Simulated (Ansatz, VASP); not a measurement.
TiC: VASP beside Ansatz

The input INCAR:

```
PREC = Accurate
ENCUT = 520
EDIFF = 1E-7
ISMEAR = -1
SIGMA = 0.05
LREAL = False
LASPH = True
NELM = 100
ALGO = Normal
ISIF = 2
LWAVE = False
LCHARG = True
GGA = PE
LELF = True
LVHAR = True
NBANDS = 15
```

KPOINTS

```
regular mesh
0
Gamma
  15 15 15
```

File POSCAR:

```
TiC
1.0
    0.0000000000      2.3641273732      2.3641273732
    2.3641273732      0.0000000000      2.3641273732
    2.3641273732      2.3641273732      0.0000000000
Ti C
1 1
Direct
    0.0000000000      0.0000000000      0.0000000000
    0.2500000000      0.2500000000      0.2500000000
```

Input for Ansatz:

```yaml
crystal:
  lattice:
    - [0.0, 2.3641273732, 2.3641273732]
    - [2.3641273732, 0.0, 2.3641273732]
    - [2.3641273732, 2.3641273732, 0.0]
  atoms:
    - { symbol: Ti, position: [0.0, 0.0, 0.0] }
    - { symbol: C, position: [0.25, 0.25, 0.25] }
kpoints:
  mp_grid: { grid: [15, 15, 15] }
  band_path:
    path:
      - [0.0, 0.0, 0.0]
      - [-0.5, -0.5, 0.0]
      - [-0.375, -0.375, 0.25]
      - [-0.375, 0.0, 0.375]
      - [0.0, 0.0, 0.0]
      - [0.0, 0.0, 0.5]
      - [-0.5, -0.25, 0.25]
      - [-0.5, -0.5, 0.0]
    npoints: 5
scf:
  occupations: { method: fermi_dirac, width: 0.05 }
hamiltonian:
  xc: pbe
  pseudopotentials:
    kind: all_electron
    lapw: { basis_error: 0.00025 }
    relativity: none
output:
  forces: true
  stress: true
  eigenvalues: true
```

Alike in both runs: task single point; functional PBE; k mesh 15 × 15 × 15; occupations fermi-dirac, width 0.05 eV; no spin polarisation.

|  | VASP | Ansatz |
| --- | --- | --- |
| version | VASP 6.6.1 | Ansatz 0.2.0 |
| potentials or method | VASP PAW PBE potentials, release 64 (Ti_sv, C), cutoff 520 eV | all-electron LAPW, non-relativistic |

VASP gave:

* pressure (GPa): 0.1

Task: Which values does Ansatz return?

Result: Pressure (GPa): 0.4.

Ansatz ran all-electron here, and VASP with PAW potentials.
